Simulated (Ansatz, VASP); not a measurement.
Na: VASP beside Ansatz

File INCAR:

```
SYSTEM = Na
  ALGO = Normal
  EDIFF = 1E-6
  ENCUT = 500
  GGA = PS
  GGA_COMPAT = .False.
  ISIF = 2
  ISMEAR = 0
  LASPH = .True.
  LCHARG = .False.
  LREAL = .False.
  LWAVE = .False.
  NBANDS = 10
  NELM = 120
  PREC = Accurate
  SIGMA = 0.1
```

Contents of KPOINTS:

```
k-points
0
Gamma
  6 6 6
  0 0 0
```

File POSCAR:

```
Na
1.0
   -2.3413029243      2.3413029243      2.1751101826
    2.3413029243     -2.3413029243      2.1751101826
    2.3413029243      2.3413029243     -2.1751101826
Na
1
Direct
    0.0000000000      0.0000000000      0.0000000000
```

Input for Ansatz:

```yaml
crystal:
  lattice:
    - [-2.3413029243, 2.3413029243, 2.1751101826]
    - [2.3413029243, -2.3413029243, 2.1751101826]
    - [2.3413029243, 2.3413029243, -2.1751101826]
  atoms:
    - { symbol: Na, position: [0.0, 0.0, 0.0] }
basis:
  ecutwfc: 420
kpoints:
  mp_grid: { grid: [6, 6, 6] }
hamiltonian:
  xc: pbesol
scf:
  occupations: { method: gaussian, width: 0.1 }
output:
  forces: true
  stress: true
  eigenvalues: true
```

Alike in both runs: task single point; functional PBEsol; k mesh 6 × 6 × 6; occupations gaussian, width 0.1 eV; no spin polarisation.

```csv
,VASP,Ansatz
version,VASP 6.6.1,Ansatz 0.2.0
potentials or method,"VASP PAW PBE potentials, release 64 (Na_pv), cutoff 500 eV","scalar-relativistic, plane waves, PAW"
valence electrons in the cell,7,9
```

|  | VASP | Ansatz | Ansatz less VASP |
| --- | --- | --- | --- |
| gap on the k mesh at the Fermi level (eV) | none | none | - |
| pressure (GPa) | -1.3 | -1.3 | 0.00 |
| traceless stress, the component that is largest in VASP (GPa) | -0.26 | -0.26 | -0.001 |

VASP's potentials were made for PBE, not for PBEsol. A gap of «none» marks a metal or a gap that the smearing closes. VASP's potentials hold 7 valence electrons a cell and Ansatz's 9, so a difference there can come from the potentials and not from the codes.
